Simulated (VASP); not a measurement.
# NaH (Fm-3m) in VASP: single point with HSE06

Aim: the single point of NaH with HSE06.

Program: VASP 6.6.1. These are calculated values, not measurements. Logs are shortened: lines on timing, memory, paths and dates and some standing lists are left out, and cuts for length are marked.

## (1) The cell of the first run

It takes space group Fm-3m (No. 225, cubic). The conventional cell has a = 4.831 Å, b = 4.831 Å, c = 4.831 Å, α = 90.00°, β = 90.00°, γ = 90.00°. Within 3.2 Å of Na (site symmetry m-3m) lie 6 H at 2.42 Å. Within 3.2 Å of H (site symmetry m-3m) lie 6 Na at 2.42 Å.

## (2) Single point, HSE06

Input file POSCAR:

```
NaH
1.0
    0.0000000000      2.4156894544      2.4156894544
    2.4156894544      0.0000000000      2.4156894544
    2.4156894544      2.4156894544      0.0000000000
Na H
1 1
Direct
    0.5000000000      0.5000000000      0.5000000000
    0.0000000000      0.0000000000      0.0000000000
```

Input file INCAR.step1:

```
SYSTEM = NaH
PREC = Accurate
ENCUT = 520
EDIFF = 1E-5
ISMEAR = 0
SIGMA = 0.02
LREAL = .False.
LASPH = .True.
NELM = 60
ALGO = Normal
ISIF = 2
LWAVE = .True.
LCHARG = .False.
GGA = PE
NBANDS = 11
```

Input file INCAR.step2:

```
SYSTEM = NaH
PREC = Accurate
ENCUT = 520
EDIFF = 1E-6
ISMEAR = 0
SIGMA = 0.02
LREAL = .False.
LASPH = .True.
NELM = 60
ALGO = Normal
ISIF = 2
LWAVE = .False.
LCHARG = .False.
GGA = PE
LHFCALC = .True.
HFSCREEN = 0.2079
PRECFOCK = Normal
ISTART = 1
NBANDS = 11
```

Input file KPOINTS:

```
regular mesh
0
Gamma
  6 6 6
  0 0 0
```

Potentials or basis: VASP PAW PBE potentials, release 64 (Na_pv, H).

On the command line:

```
$ cat potpaw_PBE.64/Na_pv/POTCAR potpaw_PBE.64/H/POTCAR > POTCAR
$ cp INCAR.step1 INCAR
$ mpirun -np 1 vasp_std > vasp.out
$ cp INCAR.step2 INCAR
$ mpirun -np 1 vasp_std > vasp.out
```

OUTCAR:

```text
SYSTEM = NaH
   PREC = Accurate
   ENCUT = 520
   EDIFF = 1E-6
   ISMEAR = 0
   LREAL = .False.
   LASPH = .True.
   NELM = 60
   ISIF = 2
   GGA = PE
   LHFCALC = .True.
   HFSCREEN = 0.2079
   PRECFOCK = Normal
   ISTART = 1

 ion  position               nearest neighbor table
   1  0.500  0.500  0.500-
   2  0.000  0.000  0.000-

  LATTYP: Found a face centered cubic cell.
 ALAT       =     4.8313789088

  Lattice vectors:

 A1 = (   0.0000000000,   2.4156894544,   2.4156894544)
 A2 = (   2.4156894544,   0.0000000000,   2.4156894544)
 A3 = (   2.4156894544,   2.4156894544,   0.0000000000)

Analysis of symmetry for initial positions (statically):
=====================================================================
 Subroutine PRICEL returns:
 Original cell was already a primitive cell.

 Routine SETGRP: Setting up the symmetry group for a
 face centered cubic supercell.

 Subroutine GETGRP returns: Found 48 space group operations
 (whereof 48 operations were pure point group operations)
 out of a pool of 48 trial point group operations.

The static configuration has the point symmetry O_h .

Analysis of symmetry for dynamics (positions and initial velocities):
=====================================================================
 Subroutine PRICEL returns:
 Original cell was already a primitive cell.

 Routine SETGRP: Setting up the symmetry group for a
 face centered cubic supercell.

 Subroutine GETGRP returns: Found 48 space group operations
 (whereof 48 operations were pure point group operations)
 out of a pool of 48 trial point group operations.

The dynamic configuration has the point symmetry O_h .

 Subroutine INISYM returns: Found 48 space group operations
 (whereof 48 operations are pure point group operations),
 and found     1 'primitive' translations

----------------------------------------------------------------------------------------

                                     Primitive cell

  volume of cell :      28.1938

  direct lattice vectors                    reciprocal lattice vectors
     0.000000000  2.415689454  2.415689454    -0.206980247  0.206980247  0.206980247
     2.415689454  0.000000000  2.415689454     0.206980247 -0.206980247  0.206980247
     2.415689454  2.415689454  0.000000000     0.206980247  0.206980247 -0.206980247

  length of vectors
     3.416300789  3.416300789  3.416300789     0.358500304  0.358500304  0.358500304

  position of ions in fractional coordinates (direct lattice)
     0.500000000  0.500000000  0.500000000
     0.000000000  0.000000000  0.000000000

  ion indices of the primitive-cell ions
   primitive index   ion index
                 1           1
                 2           2

----------------------------------------------------------------------------------------

 KPOINTS: regular mesh

Automatic generation of k-mesh.
 Grid dimensions read from file:
 generate k-points for:    6    6    6

 Generating k-lattice:

  Cartesian coordinates                     Fractional coordinates (reciprocal lattice)
    -0.034496708  0.034496708  0.034496708     0.166666667  0.000000000  0.000000000
     0.034496708 -0.034496708  0.034496708     0.000000000  0.166666667  0.000000000
     0.034496708  0.034496708 -0.034496708     0.000000000  0.000000000  0.166666667

  Length of vectors
     0.059750051  0.059750051  0.059750051

  Shift w.r.t. Gamma in fractional coordinates (k-lattice)
     0.000000000  0.000000000  0.000000000

 Subroutine IBZKPT returns following result:
 ===========================================

 Found     16 irreducible k-points:

 Following reciprocal coordinates:
            Coordinates               Weight
  0.000000  0.000000  0.000000      1.000000
  0.166667  0.000000  0.000000      8.000000
  0.333333  0.000000  0.000000      8.000000
  0.500000  0.000000  0.000000      4.000000
  0.166667  0.166667  0.000000      6.000000
  0.333333  0.166667  0.000000     24.000000
[... 8 lines left out ...]
 -0.333333  0.333333  0.166667     24.000000
 -0.333333  0.500000  0.166667     12.000000
   k-points           NKPTS =     16   k-points in BZ     NKDIM =    216   number of bands    NBANDS=     11
   number of dos      NEDOS =    301   number of ions     NIONS =      2
   total plane-waves  NPLWV =  21952
   dimension x,y,z NGX =    28 NGY =   28 NGZ =   28
   dimension x,y,z NGXF=    56 NGYF=   56 NGZF=   56
   ions per type =               1   1
   NGX,Y,Z   is equivalent  to a cutoff of  13.63, 13.63, 13.63 a.u.
   NGXF,Y,Z  is equivalent  to a cutoff of  27.25, 27.25, 27.25 a.u.
 SYSTEM =  NaH
   PREC   = accura    normal or accurate (medium, high low for compatibility)
   ISTART =      1    job   : 0-new  1-cont  2-samecut
   ICHARG =      0    charge: 1-file 2-atom 10-const
   ISPIN  =      1    spin polarized calculation?
   LNONCOLLINEAR =      F non collinear calculations
   LSORBIT =      F    spin-orbit coupling
   LASPH  =      T    aspherical Exc in radial PAW
   ENCUT  =  520.0 eV  38.22 Ry    6.18 a.u.   6.35  6.35  6.35*2*pi/ulx,y,z
   NELM   =     60;   NELMIN=  2; NELMDL=  0     # of ELM steps
   EDIFF  = 0.1E-05   stopping-criterion for ELM
   LREAL  =      F    real-space projection
   EDIFFG = 0.1E-04   stopping-criterion for IOM
   NSW    =      0    number of steps for IOM
   IBRION =     -1    ionic relax: 0-MD 1-quasi-New 2-CG
   NFREE  =      0    steps in history (QN), initial steepest desc. (CG)
   ISIF   =      2    stress and relaxation
   ISYM   =      3    0-nonsym 1-usesym 2-fastsym
   POTIM  = 0.5000    time-step for ionic-motion
   TEBEG  =    0.0;   TEEND  =   0.0 temperature during run
   PSTRESS=    0.0 pullay stress
   NELECT =       8.0000    total number of electrons
   NUPDOWN=      -1.0000    fix difference up-down
   EMIN   =  10.00;   EMAX   =-10.00  energy-range for DOS
   EFERMI =   0.00;   METHOD = LEGACY
   ISMEAR =     0;   SIGMA  =   0.02  broadening in eV -4-tet -1-fermi 0-gaus
   EFERMI_NEDOS =   21; number of points for ismear=-14 and -15
   IALGO  =     38    algorithm
   IMIX   =      1    mixing-type and parameters
     AMIX     =   0.40;   BMIX     =  1.00
     AMIX_MAG =   1.60;   BMIX_MAG =  1.00
  volume/ion in A,a.u.               =      14.10        95.13
  Fermi-wavevector in a.u.,A,eV,Ry     =   1.075772  2.032915 15.745835  1.157286
  Thomas-Fermi vector in A             =   2.211638
   LORBIT       =      0    0 simple, 1 ext, 2 COOP (PROOUT), +10 PAW based schemes
   GGA     = PE    functional components
   LHFCALC =     T    Hartree Fock is set to
   PRECFOCK=normal    Normal, Fast or Accurate (Low or Medium for compatibility)
   ENCUT4O =  -1.0   cutoff for four orbital integrals eV
   NKREDX  =     1    reduce k-point grid by
   NKREDY  =     1    reduce k-point grid by
   NKREDZ  =     1    reduce k-point grid by
   AEXX    =    0.2500 exact exchange contribution
   HFSCREEN=    0.2079 screening length (either q_TF or 0.3 A-1)
   HFSCREENC=   0.2079 screening length for correlation (either q_TF or 0.3 A-1)
   ENCUTFOCK=  -1.0 apply spherical cutoff to Coloumb kernel
   IVDW    =     0    specifies the selected vdW correction
   LEPSILON=     F    determine dielectric tensor
   LRPA    =     F    only Hartree local field effects (RPA)
 non-spin polarized calculation
 Gauss-broadening in eV      SIGMA  =   0.02
  energy-cutoff  :      520.00
  volume of cell :       28.19
 maximum number of plane-waves:       769
 NGX is ok and might be reduce to    28
  NGX = 20; NGY = 20; NGZ = 20

 number of electron       7.9999998 magnetization

 Free energy of the ion-electron system (eV)
  ---------------------------------------------------
  ext. energy  EPLUGINS =         0.00000000
  ---------------------------------------------------
  free energy    TOTEN  =        -5.76260721 eV

  energy without entropy =       -5.76260721  energy(sigma->0) =       -5.76260721

 E-fermi :  -1.6970     XC(G=0):  -6.5190

 val. band max:       -1.8967120180   @ k =  -0.3333   0.5000   0.1667
 cond. band min:       2.9490982339   @ k =   0.5000   0.0000   0.0000
 fundamental gap:      4.8458102519
 Fermi energy:        -1.6969860135

 k-point     1 :       0.0000    0.0000    0.0000
  band No.  band energies     occupation
      1     -26.2464      2.00000
      2     -26.2464      2.00000
      3     -26.2464      2.00000
      4      -5.8036      2.00000
      5      10.1212      0.00000
      6      15.1426      0.00000
      7      15.1426      0.00000
      8      15.1426      0.00000
      9      16.1495      0.00000
     10      16.1495      0.00000
     11      16.1495      0.00000

 k-point     2 :       0.1667    0.0000    0.0000
  band No.  band energies     occupation
      1     -26.2689      2.00000
      2     -26.2490      2.00000
      3     -26.2490      2.00000
      4      -5.2776      2.00000
      5       8.3917      0.00000
      6      11.8600      0.00000
      7      14.0622      0.00000
      8      14.0622      0.00000
      9      17.3323      0.00000
     10      17.3323      0.00000
     11      17.5834      0.00000

 k-point     3 :       0.3333    0.0000    0.0000
  band No.  band energies     occupation
      1     -26.3133      2.00000
      2     -26.2541      2.00000
      3     -26.2541      2.00000
      4      -3.8879      2.00000
      5       4.8613      0.00000
      6      10.6121      0.00000
      7      13.2140      0.00000
      8      13.2140      0.00000
      9      16.5058      0.00000
     10      16.5058      0.00000
     11      18.6957      0.00000

 k-point     4 :       0.5000    0.0000    0.0000
  band No.  band energies     occupation
      1     -26.3351      2.00000
      2     -26.2566      2.00000
      3     -26.2566      2.00000
      4      -2.8005      2.00000
      5       2.9491      0.00000
      6      10.3067      0.00000
      7      12.9362      0.00000
      8      12.9363      0.00000
      9      15.9828      0.00000
     10      15.9828      0.00000
     11      18.5209      0.00000

 k-point     5 :       0.1667    0.1667    0.0000
  band No.  band energies     occupation
      1     -26.2681      2.00000
      2     -26.2537      2.00000
      3     -26.2537      2.00000
      4      -5.1096      2.00000
      5       8.3617      0.00000
      6      12.2587      0.00000
      7      12.5130      0.00000
      8      12.5130      0.00000
      9      16.2026      0.00000
     10      18.3001      0.00000
     11      20.1223      0.00000
[... 99 lines left out ...]
 k-point    13 :       0.5000    0.5000    0.0000
  band No.  band energies     occupation
      1     -26.3230      2.00000
      2     -26.2756      2.00000
      3     -26.2756      2.00000
      4      -2.0319      2.00000
      5       3.8129      0.00000
      6       9.4008      0.00000
      7      10.1296      0.00000
      8      10.1296      0.00000
      9      11.4046      0.00000
     10      23.7981      0.00000
     11      25.5073      0.00000

 k-point    14 :       0.5000    0.3333    0.1667
  band No.  band energies     occupation
      1     -26.3101      2.00000
      2     -26.2789      2.00000
      3     -26.2640      2.00000
      4      -2.9023      2.00000
      5       5.0552      0.00000
      6       7.0865      0.00000
      7      10.1401      0.00000
      8      15.1286      0.00000
      9      15.1438      0.00000
     10      17.5791      0.00000
     11      21.6104      0.00000

 k-point    15 :      -0.3333    0.3333    0.1667
  band No.  band energies     occupation
      1     -26.3121      2.00000
      2     -26.2886      2.00000
      3     -26.2690      2.00000
      4      -2.1341      2.00000
      5       4.3391      0.00000
      6       6.1774      0.00000
      7       9.2838      0.00000
      8      15.1233      0.00000
      9      16.2740      0.00000
     10      18.7511      0.00000
     11      20.7218      0.00000

 k-point    16 :      -0.3333    0.5000    0.1667
  band No.  band energies     occupation
      1     -26.3111      2.00000
      2     -26.2874      2.00000
      3     -26.2776      2.00000
      4      -1.8967      2.00000
      5       4.4642      0.00000
      6       6.4277      0.00000
      7       8.1498      0.00000
      8      14.4851      0.00000
      9      14.7676      0.00000
     10      20.5577      0.00000
     11      20.6033      0.00000

------------------------ aborting loop because EDIFF is reached ----------------------------------------

  FORCE on cell =-STRESS in cart. coord.  units (eV):
  Direction    XX          YY          ZZ          XY          YZ          ZX
  --------------------------------------------------------------------------------------
  -------------------------------------------------------------------------------------
  Total       -0.0659901     -0.0659901     -0.0659901      0.0000000      0.0000000     -0.0000000
  in kB       -3.7500398     -3.7500398     -3.7500398      0.0000000      0.0000000     -0.0000000
  external PRESSURE =      -3.7500398 kB  Pullay stress =       0.0000000 kB

 VOLUME and BASIS-vectors are now :
 -----------------------------------------------------------------------------
  energy-cutoff  :      520.00
  volume of cell :       28.19
      direct lattice vectors                 reciprocal lattice vectors
     0.000000000  2.415689454  2.415689454    -0.206980247  0.206980247  0.206980247
     2.415689454  0.000000000  2.415689454     0.206980247 -0.206980247  0.206980247
     2.415689454  2.415689454  0.000000000     0.206980247  0.206980247 -0.206980247

 POSITION                                       TOTAL-FORCE (eV/Angst)
 -----------------------------------------------------------------------------------
      2.41569      2.41569      2.41569        -0.000000      0.000000      0.000000
      0.00000      0.00000      0.00000         0.000000     -0.000000     -0.000000
 -----------------------------------------------------------------------------------
    total drift:                               -0.000010     -0.000012     -0.000013

  FREE ENERGIE OF THE ION-ELECTRON SYSTEM (eV)
  ---------------------------------------------------
  free  energy   TOTEN  =        -5.7626072127 eV

  energy  without entropy=       -5.7626072127  energy(sigma->0) =       -5.76260721
```

Wall time 2.8 min (1 thread of AMD EPYC 9R45 (Zen 5), shared host); peak memory 0.23 GiB.

Results:

- Free energy: -5.7626 eV
- Pressure: -0.4 GPa
- Band gap on the k mesh: 4.85 eV (least direct gap 5.75 eV)

Caveat: the PAW data sets were made with another functional, which shifts forces and pressure a little. A k mesh can miss the band edges.
